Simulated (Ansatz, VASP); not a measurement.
## One calculation of ZrGeSe3, two programs

```
Zr Ge Se
1.0
     3.73571    0.00000    0.00000
    -1.86785    3.23522    0.00000
     0.00000    0.00000   38.09444
Zr Ge Se
1 1 3
Direct
  0.33333 0.66667 0.32109
  0.00000 0.00000 0.21195
  0.33333 0.66667 0.17508
  0.00000 0.00000 0.36280
  0.66667 0.33333 0.27804
```

Alike in both runs: functional PBE; dispersion D3(BJ); k mesh 12 × 12 × 1; occupations fermi-dirac, width 0.15 eV; no spin polarisation.

Ansatz relaxed the structure, and its values are those at the end. VASP's run is a single point on that final structure, the one shown.

|  | VASP | Ansatz |
| --- | --- | --- |
| version | VASP 6.6.1 | Ansatz 0.2.0 |
| potentials or method | VASP PAW PBE potentials, release 64 (Zr_sv, Ge_d, Se), cutoff 520 eV | scalar-relativistic, plane waves, PAW |
| valence electrons in the cell | 44 | 74 |

Ansatz gave:

```
gap on the k mesh at the Fermi level (eV) : none
rms of the force components (eV/Å)        : 0.000
```

Q: Estimate VASP's values.

A: gap on the k mesh at the Fermi level (eV): none; rms of the force components (eV/Å): 0.012.

A gap of «none» marks a metal or a gap that the smearing closes. VASP's potentials hold 44 valence electrons a cell and Ansatz's 74, so a difference there can come from the potentials and not from the codes. Ansatz's warnings: dispersion switch in reach.
